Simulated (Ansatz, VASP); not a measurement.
## One calculation of Ta, two programs

```
Ta
1.0
    -1.65128    1.65128    1.71320
     1.65128   -1.65128    1.71320
     1.65128    1.65128   -1.71320
Ta
1
Direct
  0.00000 0.00000 0.00000
```

Change from the starting cell: strain +0.0375 x Voigt [0, 0, 1, 0, 0, 0], atoms carried along.

Alike in both runs: task single point; functional PBEsol; k mesh 20 × 20 × 20; occupations gaussian, width 0.15 eV; no spin polarisation.

|  | VASP | Ansatz |
| --- | --- | --- |
| version | VASP 6.6.1 | Ansatz 0.2.0 |
| potentials or method | VASP PAW PBE potentials, release 64 (Ta_pv), cutoff 520 eV | scalar-relativistic, plane waves, PAW |
| valence electrons in the cell | 11 | 13 |

|  | VASP | Ansatz | Ansatz less VASP |
| --- | --- | --- | --- |
| gap on the k mesh at the Fermi level (eV) | none | none | - |
| pressure (GPa) | -10.2 | -10.3 | -0.10 |
| traceless stress, the component that is largest in VASP (GPa) | -2.51 | -2.51 | -0.004 |

VASP's potentials were made for PBE, not for PBEsol. A gap of «none» marks a metal or a gap that the smearing closes. With one functional, cell and mesh, what is left measures potentials, basis and numerics. VASP's potentials hold 11 valence electrons a cell and Ansatz's 13, so a difference there can come from the potentials and not from the codes.

Neither program's run includes spin-orbit coupling.
